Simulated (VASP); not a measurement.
# Ru (P-1) in VASP: single point with PBE

Aim: the single point of Ru with PBE.

Program: VASP 6.6.1. These are calculated values, not measurements. Logs are shortened: lines on timing, memory, paths and dates and some standing lists are left out, and cuts for length are marked.

### Step 1. The cell of the first run

The typed cell holds 2 atoms: a = 2.706 Å, b = 2.741 Å, c = 4.283 Å, α = 90.62°, β = 91.71°, γ = 121.27°.

### Step 2. Single point, PBE (equal xy, yz and zx shear strains of -3 %)

The input, INCAR:

```
ALGO = Normal ; EDIFF = 1E-7
ENCUT = 520 ; GGA = PE
ISIF = 2 ; ISMEAR = -1
LASPH = T ; LCHARG = F
LREAL = F ; LWAVE = F
NBANDS = 21 ; NELM = 80
PREC = Accurate ; SIGMA = 0.03
```

The input, KPOINTS:

```
k-points
0
Gamma
  14 14 8
```

The input, POSCAR:

```
Ru
1.0
    2.7057993342     -0.0405869900     -0.0405869900
   -1.3880490315      2.3635844560     -0.0148558694
   -0.0642285000     -0.0642285000      4.2819000000
Ru
2
Direct
    0.3333333333      0.6666666667      0.2500000000
    0.6666666667      0.3333333333      0.7500000000
```

Potentials or basis: VASP PAW PBE potentials, release 64 (Ru_pv).

Launch:

```console
cat potpaw_PBE.64/Ru_pv/POTCAR > POTCAR
mpirun -np 1 vasp_std > vasp.out
```

OUTCAR:

```text
EDIFF = 1E-7
   ENCUT = 520
   GGA = PE
   ISIF = 2
   ISMEAR = -1
   LASPH = T
   LREAL = F
   NELM = 80
   PREC = Accurate

 ion  position               nearest neighbor table
   1  0.333  0.667  0.250-   2 2.59   2 2.61   2 2.65   2 2.68   2 2.69   2 2.69
   2  0.667  0.333  0.750-   1 2.59   1 2.61   1 2.65   1 2.68   1 2.69   1 2.69

  LATTYP: Found a triclinic cell.
 ALAT       =     2.7410640801
 B/A-ratio  =     2.3505362962
 C/A-ratio  =     0.9873567314
 COS(alpha) =     0.0018697422
 COS(beta)  =     0.5191268021
 COS(gamma) =     0.6399570875

  Lattice vectors:

 A1 = (  -1.3880490315,   2.3635844560,  -0.0148558694)
 A2 = (  -0.0060702288,   4.7508104220,  -4.3521987288)
 A3 = (  -2.7057993342,   0.0405869900,   0.0405869900)

Analysis of symmetry for initial positions (statically):
=====================================================================
 Subroutine PRICEL returns:
 Original cell was already a primitive cell.

 Routine SETGRP: Setting up the symmetry group for a
 triclinic supercell.

 Subroutine GETGRP returns: Found  2 space group operations
 (whereof  2 operations were pure point group operations)
 out of a pool of  2 trial point group operations.

The static configuration has the point symmetry S_2 .

Analysis of symmetry for dynamics (positions and initial velocities):
=====================================================================
 Subroutine PRICEL returns:
 Original cell was already a primitive cell.

 Routine SETGRP: Setting up the symmetry group for a
 triclinic supercell.

 Subroutine GETGRP returns: Found  2 space group operations
 (whereof  2 operations were pure point group operations)
 out of a pool of  2 trial point group operations.

The dynamic configuration has the point symmetry S_2 .

 Subroutine INISYM returns: Found  2 space group operations
 (whereof  2 operations are pure point group operations),
 and found     1 'primitive' translations

----------------------------------------------------------------------------------------

                                     Primitive cell

  volume of cell :      27.1308

  direct lattice vectors                    reciprocal lattice vectors
     2.705799334 -0.040586990 -0.040586990     0.372996328  0.219103292  0.008881494
[... 78 lines left out ...]
   ISTART =      0    job   : 0-new  1-cont  2-samecut
   ICHARG =      2    charge: 1-file 2-atom 10-const
   ISPIN  =      1    spin polarized calculation?
   LNONCOLLINEAR =      F non collinear calculations
   LSORBIT =      F    spin-orbit coupling
   LASPH  =      T    aspherical Exc in radial PAW
   ENCUT  =  520.0 eV  38.22 Ry    6.18 a.u.   5.03  5.10  7.96*2*pi/ulx,y,z
   NELM   =     80;   NELMIN=  2; NELMDL= -5     # of ELM steps
   EDIFF  = 0.1E-06   stopping-criterion for ELM
   LREAL  =      F    real-space projection
   EDIFFG = 0.1E-05   stopping-criterion for IOM
   NSW    =      0    number of steps for IOM
   IBRION =     -1    ionic relax: 0-MD 1-quasi-New 2-CG
   NFREE  =      0    steps in history (QN), initial steepest desc. (CG)
   ISIF   =      2    stress and relaxation
   ISYM   =      2    0-nonsym 1-usesym 2-fastsym
   POTIM  = 0.5000    time-step for ionic-motion
   TEBEG  =    0.0;   TEEND  =   0.0 temperature during run
   PSTRESS=    0.0 pullay stress
   NELECT =      28.0000    total number of electrons
   NUPDOWN=      -1.0000    fix difference up-down
   EMIN   =  10.00;   EMAX   =-10.00  energy-range for DOS
   EFERMI =   0.00;   METHOD = LEGACY
   ISMEAR =    -1;   SIGMA  =   0.03  broadening in eV -4-tet -1-fermi 0-gaus
   EFERMI_NEDOS =   21; number of points for ismear=-14 and -15
   IALGO  =     38    algorithm
   IMIX   =      4    mixing-type and parameters
     AMIX     =   0.40;   BMIX     =  1.00
     AMIX_MAG =   1.60;   BMIX_MAG =  1.00
  volume/ion in A,a.u.               =      13.57        91.54
  Fermi-wavevector in a.u.,A,eV,Ry     =   1.654398  3.126360 37.239614  2.737034
  Thomas-Fermi vector in A             =   2.742673
   LORBIT       =      0    0 simple, 1 ext, 2 COOP (PROOUT), +10 PAW based schemes
   GGA     = PE    functional components
   LHFCALC =     F    Hartree Fock is set to
   AEXX    =    0.0000 exact exchange contribution
   IVDW    =     0    specifies the selected vdW correction
   LEPSILON=     F    determine dielectric tensor
   LRPA    =     F    only Hartree local field effects (RPA)
 non-spin polarized calculation
  energy-cutoff  :      520.00
  volume of cell :       27.13
 maximum number of plane-waves:       748
   NGX = 11   NGY = 11   NGZ = 15

 number of electron      28.0000005 magnetization

 Free energy of the ion-electron system (eV)
  ---------------------------------------------------
  ext. energy  EPLUGINS =         0.00000000
  ---------------------------------------------------
  free energy    TOTEN  =       -18.41303934 eV

  energy without entropy =      -18.40654658  energy(sigma->0) =      -18.40979296

 E-fermi :  12.8468     XC(G=0): -14.1240

 val. band max:       12.8463702054   @ k =   0.4286  -0.0714   0.3750
 cond. band min:      12.8471712185   @ k =  -0.4286   0.1429   0.2500
 fundamental gap:      0.0008010131
 Fermi energy:        12.8468389046

 k-point     1 :       0.0000    0.0000    0.0000
  band No.  band energies     occupation
      1     -30.8059      2.00000
      2     -29.8728      2.00000
      3     -29.8422      2.00000
      4     -29.7035      2.00000
      5     -29.6938      2.00000
      6     -29.6265      2.00000
[... 565 lines left out ...]
     20      23.2767      0.00000
     21      23.2904      0.00000

 [... further k-points ...]

------------------------ aborting loop because EDIFF is reached ----------------------------------------

  FORCE on cell =-STRESS in cart. coord.  units (eV):
  Direction    XX          YY          ZZ          XY          YZ          ZX
  --------------------------------------------------------------------------------------
  -------------------------------------------------------------------------------------
  Total        0.9618074      0.9938453      0.7562547      1.0509824      1.0148749      1.0086368
  in kB       56.7984578     58.6904191     44.6597748     62.0645888     59.9323032     59.5639174
  external PRESSURE =      53.3828839 kB  Pullay stress =       0.0000000 kB

 VOLUME and BASIS-vectors are now :
 -----------------------------------------------------------------------------
  energy-cutoff  :      520.00
  volume of cell :       27.13
      direct lattice vectors                 reciprocal lattice vectors
     2.705799334 -0.040586990 -0.040586990     0.372996328  0.219103292  0.008881494
    -1.388049032  2.363584456 -0.014855869     0.006501705  0.426945300  0.006501705
    -0.064228500 -0.064228500  4.281900000     0.003558090  0.003558090  0.233647928

 POSITION                                       TOTAL-FORCE (eV/Angst)
 -----------------------------------------------------------------------------------
     -0.03949      1.54614      1.04704         0.143487     -0.007554      0.040921
      1.29301      0.71263      3.17942        -0.143487      0.007554     -0.040921
 -----------------------------------------------------------------------------------
    total drift:                                0.000000     -0.000000      0.000000

  FREE ENERGIE OF THE ION-ELECTRON SYSTEM (eV)
  ---------------------------------------------------
  free  energy   TOTEN  =       -18.4130393407 eV

  energy  without entropy=      -18.4065465844  energy(sigma->0) =      -18.40979296
```

Run time: 3.9 min. Hardware: 1 thread of Intel Xeon Platinum 8259CL at 2.50GHz (Skylake/Cascade Lake), shared host; peak memory 0.43 GiB.

What came out:

```
Free energy            : -18.4130 eV
Pressure               : 5.3 GPa
Largest force          : 0.149 eV/Å
Band gap on the k mesh : zero (bands 14 and 15 overlap by 3.15 eV)
```

Forces on the atoms (eV/Å):
```
Ru   0.143 -0.008  0.041
Ru  -0.143  0.008 -0.041
```

Caveat: the cell differs from its parent crystal (equal xy, yz and zx shear strains of -3 %); the cell stands under pressure.
